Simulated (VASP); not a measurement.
Crystal: Ga2BAs3.

```
CELL_PARAMETERS angstrom
-1.87000 1.87000 7.93500
1.87000 -1.87000 7.93500
1.87000 1.87000 -7.93500
ATOMIC_POSITIONS crystal
Ga 0.66670 0.66670 0.00000
Ga 0.33330 0.33330 0.00000
B 0.00000 0.00000 0.00000
As 0.75000 0.25000 0.50000
As 0.41670 0.91670 0.50000
As 0.08330 0.58330 0.50000
```

```yaml
Program: VASP 6.6.1
Task: relaxation of cell and atoms
Functional: PBE
Potentials_or_basis: VASP PAW PBE potentials, release 64 (Ga_d, B, As)
Cutoff: 600 eV
k_mesh: 6 × 6 × 6
Occupations: gaussian, width 0.2 eV
Spin: no spin polarisation
```

At the start: pressure 11.4 GPa; volume 18.50 Å³/atom.

Task: Where does the relaxation end?

Result: Over 6 steps the energy falls by 199.6 meV/atom and the volume is 20.20 Å³/atom (+9.2 %); space group I-4m2 (No. 119, to 0.1 Å) before and after.

Step by step:
```tsv
step	energy change (eV)	largest force (eV/Å)	pressure (GPa)	volume (Å³)
1	0.0000	3.5674	11.35	110.99
2	-0.8218	0.9310	-5.46	133.41
3	-0.9220	0.9538	-2.52	127.02
4	-1.1099	0.6411	-1.19	123.68
5	-1.1802	0.4245	0.56	120.30
6	-1.1976	0.0348	-0.06	121.23
```

Final structure:
```
Ga B As
1.0
    -1.91092    1.91092    8.29942
     1.91092   -1.91092    8.29942
     1.91092    1.91092   -8.29942
Ga B As
2 1 3
Direct
  0.65948 0.65948 0.00000
  0.34052 0.34052 0.00000
  0.00000 0.00000 0.00000
  0.75000 0.25000 0.50000
  0.43203 0.93203 0.50000
  0.06797 0.56797 0.50000
```

Caveat: the relaxation stopped at a loose force limit of 0.08 eV/Å, so its end isn't a converged minimum.
